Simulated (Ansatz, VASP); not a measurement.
# Two plane-wave programs on CuO2

```xyz
12
Lattice="0.0000 4.1237 4.1237 4.1237 0.0000 4.1237 4.1237 4.1237 0.0000" Properties=species:S:1:pos:R:3 pbc="T T T"
Cu    1.0309    1.0309    1.0309
Cu    3.0928    3.0928    1.0309
Cu    3.0928    1.0309    3.0928
Cu    1.0309    3.0928    3.0928
O     2.9634    5.2841    5.2841
O     2.9634    2.9634    2.9634
O     7.3459    5.0252    5.0252
O     5.0252    5.0252    7.3459
O     7.3459    7.3459    7.3459
O     5.0252    7.3459    5.0252
O     5.2841    5.2841    2.9634
O     5.2841    2.9634    5.2841
```

Alike in both runs: task single point; functional PBE; k mesh 4 × 4 × 4; occupations gaussian, width 0.1 eV; collinear spin.

```csv
,VASP,Ansatz
version,VASP 6.6.1,Ansatz 0.2.0
potentials or method,"VASP PAW PBE potentials, release 64 (Cu, O), cutoff 520 eV","scalar-relativistic, plane waves, PAW"
valence electrons in the cell,92,124
```

|  | VASP | Ansatz | Ansatz less VASP |
| --- | --- | --- | --- |
| gap on the k mesh at the Fermi level (eV) | none | none | - |
| pressure (GPa) | 1.0 | 0.0 | -1.00 |
| rms of the force components (eV/Å) | 0.017 | 0.023 | +0.0066 |
| net moment per atom (μB) | 0.32 | 0.32 | +0.001 |
| size of the moment on the site where the two differ most (μB) | 0.30 | 0.34 | +0.039 |

Site moments also hang on the region over which each program counts them. Atom by atom the forces differ by 0.040 eV/Å (rms over components). A gap of «none» marks a metal or a gap that the smearing closes. The functional is the same, so the differences come from potentials, cutoffs and numerics. VASP's potentials hold 92 valence electrons a cell and Ansatz's 124, so a difference there can come from the potentials and not from the codes.
